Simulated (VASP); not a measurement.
SiO2: single point with PBE

The system is SiO2.

```
CELL_PARAMETERS angstrom
4.23317 0.00000 0.00000
0.00000 4.23317 0.00000
0.00000 0.00000 2.69349
ATOMIC_POSITIONS crystal
Si 0.00000 0.00000 0.00000
Si 0.50000 0.50000 0.50000
O 0.80684 0.19316 0.50000
O 0.30684 0.30684 0.00000
O 0.19316 0.80684 0.50000
O 0.69316 0.69316 0.00000
```

- Program: VASP 6.6.1
- Task: single point
- Functional: PBE
- Potentials or basis: VASP PAW PBE potentials, release 64 (Si, O)
- Cutoff: 520 eV
- k mesh: 6 × 6 × 10
- Occupations: fermi-dirac, width 0.05 eV
- Spin: no spin polarisation

```yaml
Pressure: 0.0 GPa
Largest_force: 0.006 eV/Å
Band_gap_on_the_k_mesh: 5.02 eV, direct
```

Forces on the atoms (eV/Å):
```
Si   0.000  0.000  0.000
Si   0.000  0.000  0.000
O   -0.004  0.004  0.000
O   -0.004 -0.004  0.000
O    0.004 -0.004  0.000
O    0.004  0.004  0.000
```

Levels at points of the mesh, in eV from the valence-band top:
```csv
k point,band 14,band 15,band 16,band 17,band 18,band 19
"(0.00, 0.00, 0.00)",-0.85,-0.85,0.00,5.02,6.58,8.26
"(0.50, 0.00, 0.00)",-2.62,-1.04,-1.04,7.28,7.28,8.86
"(0.50, 0.50, 0.00)",-2.54,-2.16,-2.16,7.00,7.00,9.76
"(0.00, 0.00, 0.50)",-2.88,-2.56,-2.56,8.63,8.63,12.22
"(0.50, 0.00, 0.50)",-2.20,-1.67,-1.67,8.43,8.43,9.45
"(0.50, 0.50, 0.50)",-1.72,-1.47,-1.47,6.80,6.80,10.70
```

Wall time 73 s on 1 thread of AMD EPYC 7R43 64-Core Processor (Zen 3), with other jobs on the host, peak memory 0.14 GiB.

A k mesh can miss the band edges. Expect the measured gap to be larger: semilocal functionals such as PBE lack the derivative discontinuity.
